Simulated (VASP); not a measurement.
InSb:

```
In Sb
1.0
     0.00000    3.31231    3.31231
     3.31231    0.00000    3.31231
     3.31231    3.31231    0.00000
In Sb
1 1
Direct
  0.00000 0.00000 0.00000
  0.25000 0.25000 0.25000
```

This cell differs from its parent crystal: strain +1.0%.

Base run:

```yaml
Program: VASP 6.6.1
Functional: r2SCAN
Potentials_or_basis: VASP PAW PBE potentials, release 64 (In_d, Sb)
Cutoff: 520 eV
k_mesh: 6 × 6 × 6
Occupations: fermi-dirac, width 0.02 eV
Spin: no spin polarisation
```

Its results: band gap on the k mesh zero (filled and empty bands touch); pressure -1.2 GPa.

Problem. The run is repeated on the same cell with these changes: functional from r2SCAN to HSE06; k mesh from 6 × 6 × 6 to 4 × 4 × 4. What comes out?

Solution. Band gap on the k mesh 0.12 eV; pressure -1.8 GPa.

Several settings changed at once.

Caveats: the PAW data sets were made with another functional, which shifts forces and pressure a little; spin-orbit coupling is left out, which moves the levels of the heavy elements; semilocal functionals underestimate gaps, and a narrow one can read as zero (at least some runs).

